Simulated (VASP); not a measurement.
# Fe (Im-3m) in VASP: a series of runs

The runs below take Fe through single point, with RPBE.

Everything below comes from runs of VASP 6.6.1. Logs are shortened: lines on timing, memory, paths and dates and some standing lists are left out, and cuts for length are marked.

### Step 1. The cell of the first run

The structure is cubic, space group Im-3m (No. 229). Conventional cell: a = 2.807 Å, b = 2.807 Å, c = 2.807 Å, α = 90.00°, β = 90.00°, γ = 90.00°. Fe (site symmetry m-3m) has 14 Fe at 2.43 to 2.81 Å within 3.2 Å.

### Step 2. Single point, RPBE, collinear spin, ferromagnetic start

Contents of INCAR:

```
SYSTEM = Fe
PREC = Accurate ; ENCUT = 600
EDIFF = 1E-6 ; ISMEAR = -1
SIGMA = 0.2 ; LREAL = .False.
LASPH = .True. ; NELM = 200
ALGO = Normal ; ISIF = 2
LWAVE = .False. ; LCHARG = .True.
ISPIN = 2 ; MAGMOM = 3.5
LORBIT = 11 ; LMAXMIX = 4
GGA = RP ; LELF = .True.
LVHAR = .True. ; NBANDS = 14
GGA_COMPAT = .False.
```

Contents of KPOINTS:

```
regular mesh
0
Gamma
  11 11 11
  0 0 0
```

Contents of POSCAR:

```
Fe
1.0
   -1.4034456762      1.4034456762      1.4034456762
    1.4034456762     -1.4034456762      1.4034456762
    1.4034456762      1.4034456762     -1.4034456762
Fe
1
Direct
    0.0000000000      0.0000000000      0.0000000000
```

Potentials or basis: VASP PAW PBE potentials, release 64 (Fe).

Started as:

```
> cat potpaw_PBE.64/Fe/POTCAR > POTCAR
> mpirun -np 1 vasp_std > vasp.out
```

OUTCAR:

```text
SYSTEM = Fe
   PREC = Accurate
   ENCUT = 600
   EDIFF = 1E-6
   ISMEAR = -1
   LREAL = .False.
   LASPH = .True.
   NELM = 200
   ISIF = 2
   ISPIN = 2
   LORBIT = 11
   GGA = RP

 ion  position               nearest neighbor table
   1  0.000  0.000  0.000-

  LATTYP: Found a body centered cubic cell.
 ALAT       =     2.8068913524

  Lattice vectors:

 A1 = (  -1.4034456762,   1.4034456762,   1.4034456762)
 A2 = (   1.4034456762,  -1.4034456762,   1.4034456762)
 A3 = (   1.4034456762,   1.4034456762,  -1.4034456762)

Analysis of symmetry for initial positions (statically):
=====================================================================
 Subroutine PRICEL returns:
 Original cell was already a primitive cell.

 Routine SETGRP: Setting up the symmetry group for a
 body centered cubic supercell.

 Subroutine GETGRP returns: Found 48 space group operations
 (whereof 48 operations were pure point group operations)
 out of a pool of 48 trial point group operations.

The static configuration has the point symmetry O_h .

Analysis of symmetry for dynamics (positions and initial velocities):
=====================================================================
 Subroutine PRICEL returns:
 Original cell was already a primitive cell.

 Routine SETGRP: Setting up the symmetry group for a
 body centered cubic supercell.

 Subroutine GETGRP returns: Found 48 space group operations
 (whereof 48 operations were pure point group operations)
 out of a pool of 48 trial point group operations.

The dynamic configuration has the point symmetry O_h .

Analysis of structural, dynamic, and magnetic symmetry:
=====================================================================
 Subroutine PRICEL returns:
 Original cell was already a primitive cell.

 Routine SETGRP: Setting up the symmetry group for a
 body centered cubic supercell.

 Subroutine GETGRP returns: Found 48 space group operations
 (whereof 48 operations were pure point group operations)
 out of a pool of 48 trial point group operations.

The overall configuration has the point symmetry O_h .

 Subroutine INISYM returns: Found 48 space group operations
 (whereof 48 operations are pure point group operations),
 and found     1 'primitive' translations

----------------------------------------------------------------------------------------

                                     Primitive cell

  volume of cell :      11.0572

  direct lattice vectors                    reciprocal lattice vectors
    -1.403445676  1.403445676  1.403445676     0.000000000  0.356266016  0.356266016
     1.403445676 -1.403445676  1.403445676     0.356266016  0.000000000  0.356266016
     1.403445676  1.403445676 -1.403445676     0.356266016  0.356266016  0.000000000

  length of vectors
     2.430839217  2.430839217  2.430839217     0.503836232  0.503836232  0.503836232

  position of ions in fractional coordinates (direct lattice)
     0.000000000  0.000000000  0.000000000

  ion indices of the primitive-cell ions
   primitive index   ion index
                 1           1

----------------------------------------------------------------------------------------

 KPOINTS: regular mesh

Automatic generation of k-mesh.
 Grid dimensions read from file:
 generate k-points for:   11   11   11

 Generating k-lattice:

  Cartesian coordinates                     Fractional coordinates (reciprocal lattice)
     0.000000000  0.032387820  0.032387820     0.090909091  0.000000000  0.000000000
     0.032387820  0.000000000  0.032387820     0.000000000  0.090909091  0.000000000
     0.032387820  0.032387820  0.000000000     0.000000000  0.000000000  0.090909091

  Length of vectors
     0.045803294  0.045803294  0.045803294

  Shift w.r.t. Gamma in fractional coordinates (k-lattice)
     0.000000000  0.000000000  0.000000000

 Subroutine IBZKPT returns following result:
 ===========================================

 Found     56 irreducible k-points:

 Following reciprocal coordinates:
            Coordinates               Weight
  0.000000  0.000000  0.000000      1.000000
  0.090909  0.000000  0.000000     12.000000
  0.181818  0.000000  0.000000     12.000000
  0.272727  0.000000  0.000000     12.000000
  0.363636  0.000000  0.000000     12.000000
  0.454545  0.000000  0.000000     12.000000
[... 16 lines left out ...]
  0.272727  0.181818  0.090909     48.000000
  0.363636  0.181818  0.090909     24.000000
 [... further k-points ...]
   k-points           NKPTS =     56   k-points in BZ     NKDIM =     56   number of bands    NBANDS=     14
   number of dos      NEDOS =    301   number of ions     NIONS =      1
   total plane-waves  NPLWV =   8000
   dimension x,y,z NGX =    20 NGY =   20 NGZ =   20
   dimension x,y,z NGXF=    40 NGYF=   40 NGZF=   40
   ions per type =               1
   NGX,Y,Z   is equivalent  to a cutoff of  13.68, 13.68, 13.68 a.u.
   NGXF,Y,Z  is equivalent  to a cutoff of  27.36, 27.36, 27.36 a.u.
 SYSTEM =  Fe
   PREC   = accura    normal or accurate (medium, high low for compatibility)
   ISTART =      0    job   : 0-new  1-cont  2-samecut
   ICHARG =      2    charge: 1-file 2-atom 10-const
   ISPIN  =      2    spin polarized calculation?
   LNONCOLLINEAR =      F non collinear calculations
   LSORBIT =      F    spin-orbit coupling
   LASPH  =      T    aspherical Exc in radial PAW
   ENCUT  =  600.0 eV  44.10 Ry    6.64 a.u.   4.85  4.85  4.85*2*pi/ulx,y,z
   NELM   =    200;   NELMIN=  2; NELMDL= -5     # of ELM steps
   EDIFF  = 0.1E-05   stopping-criterion for ELM
   LREAL  =      F    real-space projection
   EDIFFG = 0.1E-04   stopping-criterion for IOM
   NSW    =      0    number of steps for IOM
   IBRION =     -1    ionic relax: 0-MD 1-quasi-New 2-CG
   NFREE  =      0    steps in history (QN), initial steepest desc. (CG)
   ISIF   =      2    stress and relaxation
   ISYM   =      2    0-nonsym 1-usesym 2-fastsym
   POTIM  = 0.5000    time-step for ionic-motion
   TEBEG  =    0.0;   TEEND  =   0.0 temperature during run
   PSTRESS=    0.0 pullay stress
   NELECT =       8.0000    total number of electrons
   NUPDOWN=      -1.0000    fix difference up-down
   EMIN   =  10.00;   EMAX   =-10.00  energy-range for DOS
   EFERMI =   0.00;   METHOD = LEGACY
   ISMEAR =    -1;   SIGMA  =   0.20  broadening in eV -4-tet -1-fermi 0-gaus
   EFERMI_NEDOS =   21; number of points for ismear=-14 and -15
   IALGO  =     38    algorithm
   IMIX   =      4    mixing-type and parameters
     AMIX     =   0.40;   BMIX     =  1.00
     AMIX_MAG =   1.60;   BMIX_MAG =  1.00
  volume/ion in A,a.u.               =      11.06        74.62
  Fermi-wavevector in a.u.,A,eV,Ry     =   1.469679  2.777291 29.388000  2.159957
  Thomas-Fermi vector in A             =   2.585028
   LORBIT       =     11    0 simple, 1 ext, 2 COOP (PROOUT), +10 PAW based schemes
   GGA     = RP    functional components
   LHFCALC =     F    Hartree Fock is set to
   AEXX    =    0.0000 exact exchange contribution
   IVDW    =     0    specifies the selected vdW correction
   LEPSILON=     F    determine dielectric tensor
   LRPA    =     F    only Hartree local field effects (RPA)
 spin polarized calculation
  energy-cutoff  :      600.00
  volume of cell :       11.06
 maximum number of plane-waves:       378
   NGX =  9   NGY =  9   NGZ =  9

 number of electron       8.0000005 magnetization       2.1508224

 Free energy of the ion-electron system (eV)
  ---------------------------------------------------
  ext. energy  EPLUGINS =         0.00000000
  ---------------------------------------------------
  free energy    TOTEN  =        -7.79705903 eV

  energy without entropy =       -7.66330832  energy(sigma->0) =       -7.73018368

 E-fermi :   6.2861     XC(G=0): -13.1832

 val. band max:        6.2561729443   @ k =  -0.4545  -0.4545   0.3636
 cond. band min:       6.3126160285   @ k =  -0.4545  -0.4545   0.2727
 fundamental gap:      0.0564430842
 Fermi energy:         6.2861219736

 spin component 1

 k-point     1 :       0.0000    0.0000    0.0000
  band No.  band energies     occupation
      1      -2.3376      1.00000
      2       3.8730      0.99999
      3       3.8730      0.99999
      4       3.8730      0.99999
      5       5.1300      0.99692
      6       5.1300      0.99692
      7      31.5036      0.00000
      8      31.5036      0.00000
      9      31.5036      0.00000
     10      36.7734      0.00000
     11      36.7734      0.00000
     12      39.2879      0.00000
     13      39.2879      0.00000
     14      39.2879      0.00000
[... 375 lines left out ...]
 k-point    24 :       0.3636    0.1818    0.0909
  band No.  band energies     occupation
      1       2.1125      1.00000
      2       2.7071      1.00000
      3       3.9063      0.99999
      4       5.2999      0.99283
      5       5.3982      0.98834
      6      10.9112      0.00000
      7      14.1486      0.00000
      8      18.9770      0.00000
      9      22.2187      0.00000
     10      36.3196      0.00000
     11      41.0905      0.00000
     12      42.0261      0.00000
     13      47.5428      0.00000
     14      47.9467      0.00000

 [... further k-points ...]

 spin component 2

 k-point     1 :       0.0000    0.0000    0.0000
  band No.  band energies     occupation
      1      -2.2028      1.00000
      2       5.7834      0.92508
      3       5.7836      0.92503
      4       5.7836      0.92503
      5       7.9196      0.00028
      6       7.9198      0.00028
      7      31.1988      0.00000
      8      31.1988      0.00000
      9      31.1988      0.00000
     10      36.9246      0.00000
     11      36.9246      0.00000
     12      39.8939      0.00000
     13      39.8939      0.00000
     14      39.8939      0.00000
[... 375 lines left out ...]
 k-point    24 :       0.3636    0.1818    0.0909
  band No.  band energies     occupation
      1       3.4629      1.00000
      2       4.2787      0.99996
      3       5.1064      0.99726
      4       7.9824      0.00021
      5       8.2059      0.00007
      6      12.0431      0.00000
      7      15.3024      0.00000
      8      19.6066      0.00000
      9      22.7774      0.00000
     10      36.3283      0.00000
     11      41.0867      0.00000
     12      42.4685      0.00000
     13      47.4215      0.00000
     14      48.7198      0.00000

 [... further k-points ...]

------------------------ aborting loop because EDIFF is reached ----------------------------------------

  FORCE on cell =-STRESS in cart. coord.  units (eV):
  Direction    XX          YY          ZZ          XY          YZ          ZX
  --------------------------------------------------------------------------------------
  -------------------------------------------------------------------------------------
  Total        0.8387458      0.8387458      0.8387458      0.0000000      0.0000000      0.0000000
  in kB      121.5329721    121.5329721    121.5329721      0.0000000      0.0000000      0.0000000
  external PRESSURE =     121.5329721 kB  Pullay stress =       0.0000000 kB

 VOLUME and BASIS-vectors are now :
 -----------------------------------------------------------------------------
  energy-cutoff  :      600.00
  volume of cell :       11.06
      direct lattice vectors                 reciprocal lattice vectors
    -1.403445676  1.403445676  1.403445676     0.000000000  0.356266016  0.356266016
     1.403445676 -1.403445676  1.403445676     0.356266016  0.000000000  0.356266016
     1.403445676  1.403445676 -1.403445676     0.356266016  0.356266016  0.000000000

 POSITION                                       TOTAL-FORCE (eV/Angst)
 -----------------------------------------------------------------------------------
      0.00000      0.00000      0.00000        -0.000000      0.000000      0.000000
 -----------------------------------------------------------------------------------
    total drift:                                0.000000     -0.000000      0.000000

  FREE ENERGIE OF THE ION-ELECTRON SYSTEM (eV)
  ---------------------------------------------------
  free  energy   TOTEN  =        -7.7970590320 eV

  energy  without entropy=       -7.6633083220  energy(sigma->0) =       -7.73018368

 total charge

# of ion       s       p       d       tot
------------------------------------------
    1        0.499   0.567   6.255   7.321

 magnetization (x)

# of ion       s       p       d       tot
------------------------------------------
    1       -0.014  -0.058   2.216   2.144
```

Wall time 27 s (1 thread of Intel Xeon Platinum 8488C (Sapphire Rapids), shared host); peak memory 0.14 GiB.

What came out:

| Quantity | Value |
| --- | --- |
| Free energy | -7.7971 eV |
| Pressure | 12.2 GPa |
| Net moment | 2.15 μB per cell |
| Site moments | Fe +2.14 μB |
| Valence electrons inside the program's atomic spheres | Fe 7.32 |

Levels at points of the mesh, in eV from the Fermi level:
Spin up:
```csv
k point,band 1,band 2,band 3,band 4,band 5,band 6,band 7,band 8,band 9,band 10
"(0.00, 0.00, 0.00)",-8.62,-2.41,-2.41,-2.41,-1.16,-1.16,25.22,25.22,25.22,30.49
```
Spin down:
| k point | band 1 | band 2 | band 3 | band 4 | band 5 | band 6 | band 7 |
| --- | --- | --- | --- | --- | --- | --- | --- |
| (0.00, 0.00, 0.00) | -8.49 | -0.50 | -0.50 | -0.50 | 1.63 | 1.63 | 24.91 |

Caveat: the PAW data sets were made with another functional, which shifts forces and pressure a little.

### Step 3. Single point, RPBE, collinear spin, ferromagnetic start

This run uses another cell than the first one, of 11.38 Å³/atom, 1.029 times its volume.

Contents of INCAR:

```
PREC = Accurate ; ENCUT = 600
EDIFF = 1E-6 ; ISMEAR = -1
SIGMA = 0.2 ; LREAL = F
LASPH = T ; NELM = 200
ALGO = Normal ; ISIF = 2
LWAVE = F ; LCHARG = F
ISPIN = 2 ; MAGMOM = 3.5
LORBIT = 11 ; LMAXMIX = 4
GGA = RP ; NBANDS = 14
GGA_COMPAT = F
```

Contents of KPOINTS:

```
Automatic mesh
0
Gamma
  11 11 11
```

Contents of POSCAR:

```
Fe
1.0
   -1.4168765945      1.4168765945      1.4168765945
    1.4168765945     -1.4168765945      1.4168765945
    1.4168765945      1.4168765945     -1.4168765945
Fe
1
Direct
    0.0000000000      0.0000000000      0.0000000000
```

Potentials or basis: VASP PAW PBE potentials, release 64 (Fe).

Started as:

```
> cat potpaw_PBE.64/Fe/POTCAR > POTCAR
> mpirun -np 1 vasp_std > vasp.out
```

Run time: 9.5 s. Hardware: 1 thread of Intel Xeon 6975P-C (Granite Rapids), shared host; peak memory 0.14 GiB.

The run converged. Its results:

* Free energy: -7.8156 eV
* Pressure: 6.6 GPa
* Net moment: 2.21 μB per cell
* Site moments: Fe +2.21 μB
* Valence electrons inside the program's atomic spheres: Fe 7.26

Levels at points of the mesh, in eV from the Fermi level:
Spin up:
```csv
k point,band 2,band 3,band 4,band 5,band 6,band 7,band 8,band 9
"(0.00, 0.00, 0.00)",-2.37,-2.37,-2.37,-1.16,-1.16,24.94,24.94,24.94
```
Spin down:
| k point | band 1 | band 2 | band 3 | band 4 | band 5 | band 6 |
| --- | --- | --- | --- | --- | --- | --- |
| (0.00, 0.00, 0.00) | -8.32 | -0.39 | -0.39 | -0.39 | 1.67 | 1.68 |

Caveat: the PAW data sets were made with another functional, which shifts forces and pressure a little.

### Step 4. Single point, RPBE, collinear spin, ferromagnetic start

This run uses another cell than the first one, of 11.70 Å³/atom, 1.058 times its volume.

Contents of INCAR:

```
SYSTEM = Fe
  ALGO = Normal
  EDIFF = 1E-6
  ENCUT = 600
  GGA = RP
  GGA_COMPAT = .FALSE.
  ISIF = 2
  ISMEAR = -1
  ISPIN = 2
  LASPH = .TRUE.
  LCHARG = .FALSE.
  LMAXMIX = 4
  LORBIT = 11
  LREAL = .FALSE.
  LWAVE = .FALSE.
  MAGMOM = 3.5
  NBANDS = 14
  NELM = 200
  PREC = Accurate
  SIGMA = 0.2
```

Contents of KPOINTS:

```
k-points
0
G
  11 11 11
  0 0 0
```

Contents of POSCAR:

```
Fe
1.0
   -1.4300575988      1.4300575988      1.4300575988
    1.4300575988     -1.4300575988      1.4300575988
    1.4300575988      1.4300575988     -1.4300575988
Fe
1
Direct
    0.0000000000      0.0000000000      0.0000000000
```

Started as:

```
> cat potpaw_PBE.64/Fe/POTCAR > POTCAR
> mpirun -np 1 vasp_std > vasp.out
```

It took 9.6 s on 1 thread of Intel Xeon 6975P-C (Granite Rapids), shared host; peak memory 0.14 GiB.

Results (log left out):

* Free energy: -7.8238 eV
* Pressure: 1.9 GPa
* Net moment: 2.28 μB per cell
* Site moments: Fe +2.28 μB
* Valence electrons inside the program's atomic spheres: Fe 7.20

Levels at points of the mesh, in eV from the Fermi level:
Spin up:
```tsv
k point	band 2	band 3	band 4	band 5	band 6	band 7	band 8	band 9
(0.00, 0.00, 0.00)	-2.34	-2.34	-2.34	-1.18	-1.18	24.67	24.67	24.67
```
Spin down:
```tsv
k point	band 1	band 2	band 3	band 4	band 5	band 6	band 7
(0.00, 0.00, 0.00)	-8.17	-0.28	-0.28	-0.28	1.71	1.71	24.33
```

Caveat: the PAW data sets were made with another functional, which shifts forces and pressure a little.

### Step 5. Overview

| cell | gap on the mesh (eV) | pressure (GPa) | moment (μB) |
| --- | --- | --- | --- |
| a = 2.431 Å, angles 109.5°, 1 atom | none | 12.2 | 2.15 |
| a = 2.454 Å, angles 109.5°, 1 atom | none | 6.6 | 2.21 |
| a = 2.477 Å, angles 109.5°, 1 atom | none | 1.9 | 2.28 |

Alike in all rows: task single point; level RPBE; potentials or basis VASP PAW PBE potentials, release 64 (Fe); spin collinear, ferromagnetic start; k mesh 11 × 11 × 11; cutoff (eV) 600; smearing fermi-dirac 0.2 eV.

Caveats: the PAW data sets were made with another functional, which shifts forces and pressure a little.

Total energies depend on the potentials used, so only differences within one code and one set of settings carry meaning.
